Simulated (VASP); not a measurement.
The system is ZnC4.

```
Zn C
1.0
    -2.87451    2.87451    1.78438
     2.87451   -2.87451    1.78438
     2.87451    2.87451   -1.78438
Zn C
1 4
Direct
  0.00000 0.00000 0.00000
  0.19972 0.39996 0.59968
  0.80028 0.60004 0.40032
  0.39996 0.80028 0.20024
  0.60004 0.19972 0.79976
```

| Property | Result |
| --- | --- |
| Program | VASP 6.6.1 |
| Task | relaxation of cell and atoms |
| Functional | PBE |
| Potentials or basis | VASP PAW PBE potentials, release 64 (Zn, C) |
| Cutoff | 600 eV |
| k mesh | 6 × 6 × 6 |
| Occupations | gaussian, width 0.1 eV |
| Spin | no spin polarisation |

At the start: pressure -24.0 GPa; volume 11.80 Å³/atom.

Where does the relaxation end?

Over 42 steps the energy falls by 1379.2 meV/atom and the volume is 9.90 Å³/atom (-16.1 %); space group I4/m (No. 87, to 0.05 Å).

Step by step:
```csv
step,energy change (eV),largest force (eV/Å),pressure (GPa),volume (Å³)
1,0.0000,0.2926,-23.98,58.98
3,-1.5121,0.8084,0.35,43.73
5,-2.8014,2.8326,1.16,42.00
7,23.3548,79.8489,335.72,34.27
9,-5.9830,0.5170,29.20,38.77
11,-6.3409,0.7521,16.85,40.82
13,-6.6334,0.6435,0.28,45.21
15,-6.7292,0.8075,2.13,46.08
17,-6.7797,0.4411,-2.13,46.97
19,-6.8383,0.4175,-1.51,47.15
21,-6.8481,0.5880,-1.35,47.26
23,-6.8619,0.0367,1.13,47.07
25,-6.8658,0.1010,-0.38,47.94
27,-6.8722,0.1552,-1.20,48.42
29,-6.8744,0.2916,-1.95,48.82
31,-6.8758,0.2876,-1.91,48.87
33,-6.8811,0.2889,-1.80,49.11
35,-6.8822,0.5970,-2.64,50.07
37,-6.8914,0.2436,-1.19,49.54
39,-6.8949,0.0507,0.28,49.40
41,-6.8954,0.0452,0.27,49.44
42,-6.8962,0.0361,0.22,49.51
```

Final structure:
```yaml
crystal:
  lattice:
    - [-2.82040, 2.82040, 1.55600]
    - [2.82040, -2.82040, 1.55600]
    - [2.82040, 2.82040, -1.55600]
  atoms:
    - { symbol: Zn, position: [0.00000, 0.00000, 0.00000] }
    - { symbol: C, position: [0.05098, 0.37977, 0.43076] }
    - { symbol: C, position: [0.94902, 0.62023, 0.56924] }
    - { symbol: C, position: [0.37977, 0.94902, 0.32879] }
    - { symbol: C, position: [0.62023, 0.05098, 0.67121] }
```

Caveat: the volume moved by over 15 % at a fixed basis, so the end points are rough.
